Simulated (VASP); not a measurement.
# HfCoH4 (P-6m2) in VASP: further runs, part 3 of 3

VASP 6.6.1. The steps go on from the part before.

## 6. Relaxation of cell and atoms, PBE, collinear spin, ferromagnetic start

This run uses another cell than the first one, of 10.50 Å³/atom, 1.376 times its volume.

INCAR

```
ALGO = Normal
EDIFF = 1E-6
EDIFFG = -0.04
ENCUT = 600
GGA = PE
IBRION = 2
ISIF = 3
ISMEAR = 0
ISPIN = 2
LASPH = True
LCHARG = False
LMAXMIX = 4
LORBIT = 11
LREAL = False
LWAVE = False
MAGMOM = 0 3 0 0 0 0
NELM = 150
NSW = 90
PREC = Accurate
SIGMA = 0.1
```

KPOINTS

```
k-points
0
Gamma
  6 6 6
```

POSCAR

```
HfCoH4
1.0
    4.5959197200      0.0000000000      0.0000000000
   -2.2979598600      3.9801832300      0.0000000000
    0.0000000000      0.0000000000      3.4441047900
Hf Co H
1 1 4
Direct
    0.0000000000      0.0000000000      0.0000000000
    0.3333333300      0.6666666700      0.0000000000
    0.6666666700      0.3333333300      0.0000000000
    0.9962900300      0.4981450100      0.5000000000
    0.5018549900      0.4981450100      0.5000000000
    0.5018549900      0.0037099700      0.5000000000
```

Potentials or basis: VASP PAW PBE potentials, release 64 (Hf_pv, Co, H).

Started as:

```
cat potpaw_PBE.64/Hf_pv/POTCAR potpaw_PBE.64/Co/POTCAR potpaw_PBE.64/H/POTCAR > POTCAR
mpirun -np 1 vasp_std > vasp.out
```

OUTCAR:

```text
EDIFF = 1E-6
   EDIFFG = -0.04
   ENCUT = 600
   GGA = PE
   IBRION = 2
   ISIF = 3
   ISMEAR = 0
   ISPIN = 2
   LASPH = True
   LORBIT = 11
   LREAL = False
   NELM = 150
   NSW = 90
   PREC = Accurate

 ion  position               nearest neighbor table
   1  0.000  0.000  0.000-   2 2.65   2 2.65   2 2.65
   2  0.333  0.667  0.000-   1 2.65   1 2.65   1 2.65
   3  0.667  0.333  0.000-
   4  0.996  0.498  0.500-
   5  0.502  0.498  0.500-
   6  0.502  0.004  0.500-

  LATTYP: Found a hexagonal cell.
 ALAT       =     4.5959197200
 C/A-ratio  =     0.7493831485

  Lattice vectors:

 A1 = (   4.5959197200,   0.0000000000,   0.0000000000)
 A2 = (  -2.2979598600,   3.9801832300,   0.0000000000)
 A3 = (   0.0000000000,   0.0000000000,   3.4441047900)

Analysis of symmetry for initial positions (statically):
=====================================================================
 Subroutine PRICEL returns:
 Original cell was already a primitive cell.

 Routine SETGRP: Setting up the symmetry group for a
 hexagonal supercell.

 Subroutine GETGRP returns: Found 12 space group operations
 (whereof 12 operations were pure point group operations)
 out of a pool of 24 trial point group operations.

[... 1276 lines left out ...]
  ---------------------------------------------------
  free  energy   TOTEN  =       -27.9799555029 eV

  energy  without entropy=      -27.9701929015  energy(sigma->0) =      -27.97507420

[... ionic steps 4 to 7 ...]

--------------------------------------- Ionic step        8  -------------------------------------------

 number of electron      23.0000000 magnetization       0.0000011

 number of electron      23.0000000 magnetization      -0.0000006
[... 81 lines left out ...]
 number of electron      22.9999999 magnetization      -0.0000032

 number of electron      22.9999999 magnetization       0.0000044

 Free energy of the ion-electron system (eV)
  ---------------------------------------------------
  ext. energy  EPLUGINS =         0.00000000
  ---------------------------------------------------
  free energy    TOTEN  =       -28.25133323 eV

  energy without entropy =      -28.24068790  energy(sigma->0) =      -28.24601056

 E-fermi :   5.8467     XC(G=0): -11.5488

 val. band max:        5.8140910147   @ k =   0.0000   0.0000   0.0000
 cond. band min:       5.8576121555   @ k =   0.3333   0.0000   0.3333
 fundamental gap:      0.0435211408
 Fermi energy:         5.8467171935

 spin component 1

 k-point     1 :       0.0000    0.0000    0.0000
  band No.  band energies     occupation
      1     -25.2047      1.00000
      2     -25.2047      1.00000
      3     -24.3548      1.00000
      4      -5.5996      1.00000
      5       0.9324      1.00000
      6       0.9324      1.00000
[... 988 lines left out ...]
  FREE ENERGIE OF THE ION-ELECTRON SYSTEM (eV)
  ---------------------------------------------------
  free  energy   TOTEN  =       -28.2513332266 eV

  energy  without entropy=      -28.2406878971  energy(sigma->0) =      -28.24601056

 reached required accuracy - stopping structural energy minimisation

 total charge

# of ion       s       p       d       tot
------------------------------------------
    1        0.399   6.351   1.731   8.481
    2        0.430   0.521   7.597   8.547
    3        0.412   0.011   0.000   0.423
    4        0.468   0.021   0.000   0.489
    5        0.468   0.021   0.000   0.489
    6        0.468   0.021   0.000   0.489
--------------------------------------------------
tot          2.646   6.946   9.327  18.920

 magnetization (x)

# of ion       s       p       d       tot
------------------------------------------
    1       -0.000   0.000  -0.000  -0.000
    2        0.000  -0.000   0.000  -0.000
    3        0.000  -0.000   0.000   0.000
    4        0.000   0.000   0.000   0.000
    5        0.000   0.000   0.000   0.000
    6        0.000   0.000   0.000   0.000
--------------------------------------------------
tot          0.000  -0.000  -0.000  -0.000
```

OSZICAR:

```text
N       E                     dE             d eps       ncg     rms          rms(c)
DAV:   1     0.972061432502E+02    0.97206E+02   -0.11711E+04  1904   0.142E+03
DAV:   2    -0.217808694040E+02   -0.11899E+03   -0.11570E+03  2057   0.306E+02
[... 113 lines left out ...]
DAV:   2    -0.282683761908E+02   -0.14782E-01   -0.17108E-01  2575   0.537E+00    0.131E+00
DAV:   3    -0.282518868227E+02    0.16489E-01   -0.11237E-01  2486   0.394E+00    0.314E-01
DAV:   4    -0.282514252098E+02    0.46161E-03   -0.26821E-03  2304   0.440E-01    0.184E-01
DAV:   5    -0.282513340817E+02    0.91128E-04   -0.34532E-04  2915   0.151E-01    0.533E-02
DAV:   6    -0.282513323970E+02    0.16847E-05   -0.31421E-05  2927   0.509E-02    0.154E-02
DAV:   7    -0.282513332266E+02   -0.82964E-06   -0.10709E-06  1152   0.901E-03
  10 F= -.28251333E+02 E0= -.28246011E+02  d E =-.111294E-01  mag=     0.0000
```

CONTCAR:

```text
HfCoH4
   1.00000000000000
     4.3491690622769328    0.0000000000000000    0.0000000000000000
    -2.1745845311384664    3.7664908922535174   -0.0000000000000000
    -0.0000000000000000    0.0000000000000000    2.7775490458171976
  Hf              Co              H
     1     1     4
Direct
     1.0000000000000000    1.0000000000000000    0.0000000000000000
     0.3333333300000021    0.6666666699999979    0.0000000000000000
     0.6666666699999979    0.3333333300000021    0.0000000000000000
     0.0297090105335308    0.5148545002666288    0.5000000000000000
     0.4851454997330918    0.5148545002666288    0.5000000000000000
     0.4851454997333713    0.9702909894667489    0.5000000000000000

  0.00000000E+00  0.00000000E+00  0.00000000E+00
  0.00000000E+00  0.00000000E+00  0.00000000E+00
  0.00000000E+00  0.00000000E+00  0.00000000E+00
  0.00000000E+00  0.00000000E+00  0.00000000E+00
  0.00000000E+00  0.00000000E+00  0.00000000E+00
  0.00000000E+00  0.00000000E+00  0.00000000E+00
```

Run time: 15 min. Hardware: 1 thread of Oxide Virtual Turin-like, shared host; peak memory 0.26 GiB.

Results:

* Free energy: -28.2513 eV
* Relaxed volume: 7.58 Å³/atom
* Relaxed cell: a = 4.349 Å, b = 4.349 Å, c = 2.778 Å, α = 90.00°, β = 90.00°, γ = 120.00°
* Space group after relaxing (to 0.05 Å): P-6m2 (No. 187)
* Energy gained by relaxing: 370.3 meV/atom
* Ionic steps: 10
* Pressure after relaxing: 0.1 GPa
* Largest force after relaxing: 0.023 eV/Å
* Net moment: 0.00 μB per cell
* Valence electrons inside the program's atomic spheres: Hf 8.48; Co 8.55; H 0.42, 0.49

Forces in eV/Å, atoms in the order of the input:
```
Hf   0.000  0.000  0.000
Co   0.000  0.000  0.000
H    0.000  0.000  0.000
H    0.020  0.011  0.000
H   -0.020  0.011  0.000
H    0.000 -0.023  0.000
```

The path:
| step | energy change (eV) | largest force (eV/Å) | pressure (GPa) | volume (Å³) |
| --- | --- | --- | --- | --- |
| 1 | 0.0000 | 0.7747 | -22.89 | 63.00 |
| 2 | -1.6566 | 0.5339 | -11.38 | 50.27 |
| 3 | -1.9503 | 0.3000 | 0.30 | 45.15 |
| 4 | -1.9579 | 0.2456 | 3.33 | 44.19 |
| 5 | -2.1580 | 0.1510 | 4.59 | 43.74 |
| 6 | -2.1782 | 0.1144 | 5.64 | 43.52 |
| 7 | -2.2104 | 0.1875 | -0.79 | 45.46 |
| 8 | -2.2106 | 0.1825 | -0.35 | 45.32 |
| 9 | -2.2159 | 0.1338 | -0.21 | 45.37 |
| 10 | -2.2217 | 0.0228 | 0.06 | 45.50 |

Final structure:
```
Hf Co H
1.0
     4.34917    0.00000    0.00000
    -2.17458    3.76649    0.00000
     0.00000    0.00000    2.77755
Hf Co H
1 1 4
Direct
  0.00000 0.00000 0.00000
  0.33333 0.66667 0.00000
  0.66667 0.33333 0.00000
  0.02971 0.51485 0.50000
  0.48515 0.51485 0.50000
  0.48515 0.97029 0.50000
```

Caveat: the starting moments collapsed, and a magnetic state may lie lower; the volume moved by over 15 % at a fixed basis, so the end points are rough; spin-orbit coupling is left out, which moves the levels of the heavy elements.

## 7. The runs side by side

```csv
task,spin,cell,k mesh,cutoff (eV),gap on the mesh (eV),pressure (GPa),largest force (eV/Å)
single point,off,"a = 4.368, b = 4.368, c = 2.771 Å, angles 90.0, 90.0, 120.0°, 6 atoms",12 × 12 × 14,520,none,-0.8,0.01
single point,"collinear, ferromagnetic start","a = 4.596, b = 4.596, c = 3.444 Å, angles 90.0, 90.0, 120.0°, 6 atoms",6 × 6 × 6,520,none,-23.0,0.77
relaxation of cell and atoms,off,"relaxed from a = 4.367, b = 4.367, c = 2.780 Å, angles 90.0, 90.0, 120.0°, 6 atoms",12 × 12 × 14,600,none,-0.1,-
```

Alike in all rows: level PBE; potentials or basis VASP PAW PBE potentials, release 64 (Hf_pv, Co, H); smearing gaussian 0.1 eV.

Caveats: spin-orbit coupling is left out, which moves the levels of the heavy elements.

Absolute energies hang on the potentials; compare differences alone.
